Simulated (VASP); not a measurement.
Wanted: the native input for a VASP 6.6.1 run.

| Quantity | Value |
| --- | --- |
| Task | single point |
| Functional | PBEsol |
| Potentials or basis | VASP PAW PBE potentials, release 64 (Ti_sv, Al) |
| Cutoff | 500 eV |
| k mesh | 24 × 24 × 14 |
| Occupations | gaussian, width 0.15 eV |
| Spin | no spin polarisation |
| Dipole correction | no |
| Further INCAR settings | ALGO = Normal; EDIFF = 1e-06; NBANDS = 14 |

The structure of TiAl lies in POSCAR:

```
TiAl
1.0
    2.8478212843      0.0000000000      0.0000000000
   -1.4239106421      2.4662855776      0.0000000000
    0.0000000000      0.0000000000      4.5968450171
Ti Al
1 1
Direct
    0.0000000000      0.0000000000      0.0000000000
    0.3333333333      0.6666666667      0.5000000000
```

This cell differs from its parent crystal: strain -0.0050 x Voigt [0, 0, 1, 0, 0, 0].

The input as run:

INCAR

```
PREC     = Accurate       # precision mode
ENCUT    = 500            # plane-wave cutoff, eV
EDIFF    = 1E-6           # SCF threshold, eV
ISMEAR   = 0              # smearing method
SIGMA    = 0.15           # smearing width, eV
LREAL    = F              # projectors in reciprocal space
LASPH    = T              # aspherical terms in the spheres
NELM     = 120            # most SCF steps
ALGO     = Normal         # electronic algorithm
ISIF     = 2              # what is computed and relaxed
LWAVE    = F              # write WAVECAR
LCHARG   = F              # write CHGCAR
GGA      = PS             # functional
NBANDS   = 14             # bands
GGA_COMPAT= F
```

KPOINTS

```
Automatic mesh
0
Gamma
  24 24 14
```

Potentials or basis: VASP PAW PBE potentials, release 64 (Ti_sv, Al).

The run is started by

```console
$ cat potpaw_PBE.64/Ti_sv/POTCAR potpaw_PBE.64/Al/POTCAR > POTCAR
$ mpirun -np 1 vasp_std > vasp.out
```

It gave:

* Pressure: 0.7 GPa

Caveat: the cell differs from its parent crystal (strain -0.0050 x Voigt [0, 0, 1, 0, 0, 0]); the PAW data sets were made with another functional, which shifts forces and pressure a little.

It took 76 s on 1 thread of Intel(R) Xeon(R) 6975P-C (Granite Rapids), on a shared host, peak memory 0.33 GiB.
